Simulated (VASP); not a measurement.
## BaTiO3: single point with PBEsol

BaTiO3:

```
Ba Ti O
1.0
     3.99980    0.00000    0.00000
     0.00000    3.99980    0.00000
     0.00000    0.00000    3.93764
Ba Ti O
1 1 3
Direct
  0.00000 0.00000 0.00000
  0.50000 0.50000 0.50000
  0.50000 0.50000 0.00000
  0.50000 0.00000 0.50000
  0.00000 0.50000 0.50000
```

This cell differs from its parent crystal: zz strain of -2 %.

- Program: VASP 6.6.1
- Task: single point
- Functional: PBEsol
- Potentials or basis: VASP PAW PBE potentials, release 64 (Ba_sv, Ti_sv, O)
- Cutoff: 520 eV
- k mesh: 7 × 7 × 7
- Occupations: fermi-dirac, width 0.03 eV
- Spin: no spin polarisation
- Dipole correction: no
- Further INCAR settings: ALGO = Normal; EDIFF = 1e-06; NBANDS = 28

| Property | Result |
| --- | --- |
| Pressure | 0.8 GPa |
| Band gap on the k mesh | 1.77 eV (least direct gap 1.83 eV) |

Stress tensor (GPa, compression positive):
```
-0.30  0.00  0.00
 0.00 -0.30  0.00
 0.00  0.00  3.02
```

Levels at points of the mesh, in eV from the valence-band top:
| k point | band 17 | band 18 | band 19 | band 20 | band 21 | band 22 | band 23 | band 24 |
| --- | --- | --- | --- | --- | --- | --- | --- | --- |
| (0.00, 0.00, 0.00) | -1.04 | -0.07 | -0.07 | -0.05 | 1.77 | 1.80 | 1.80 | 4.06 |

Run time: 2 min on 1 thread of AMD EPYC 7R13 (shared host), peak memory 0.19 GiB.

Caveat: the cell differs from its parent crystal (zz strain of -2 %); the PAW data sets were made with another functional, which shifts forces and pressure a little; spin-orbit coupling is left out, which moves the levels of the heavy elements; an odd mesh through Γ misses points on the zone boundary, where band edges can lie.
